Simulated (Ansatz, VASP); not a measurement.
**Two plane-wave programs on TiSi6**

```
Ti Si
1.0
     5.68949    0.00000    0.00000
     0.00000    5.68949    0.00000
     0.00000    0.00000    5.68949
Ti Si
1 6
Direct
  0.00000 0.00000 0.00000
  0.19826 0.50000 0.50000
  0.50000 0.19826 0.50000
  0.80174 0.50000 0.50000
  0.50000 0.80174 0.50000
  0.50000 0.50000 0.19826
  0.50000 0.50000 0.80174
```

Change from the starting cell: species swapped into the LaB6 type (Pm-3m, No. 221).

Alike in both runs: task single point; functional PBE; k mesh 4 × 4 × 4; occupations gaussian, width 0.1 eV; collinear spin.

|  | VASP | Ansatz |
| --- | --- | --- |
| version | VASP 6.6.1 | Ansatz 0.2.0 |
| potentials or method | VASP PAW PBE potentials, release 64 (Ti_sv, Si), cutoff 520 eV | scalar-relativistic, plane waves, PAW |
| valence electrons in the cell | 36 | 36 |

```csv
,VASP,Ansatz,Ansatz less VASP
gap on the k mesh at the Fermi level (eV),none,none,-
pressure (GPa),0.3,1.5,+1.16
rms of the force components (eV/Å),0.004,0.045,+0.0412
net moment per atom (μB),0.00,0.48,+0.482
size of the moment on the site where the two differ most (μB),0.00,2.70,+2.699
```

The net moments are unlike, so the other rows may belong to different states. Site moments also hang on the region over which each program counts them. Atom by atom the forces differ by 0.041 eV/Å (rms over components). A gap of «none» marks a metal or a gap that the smearing closes.
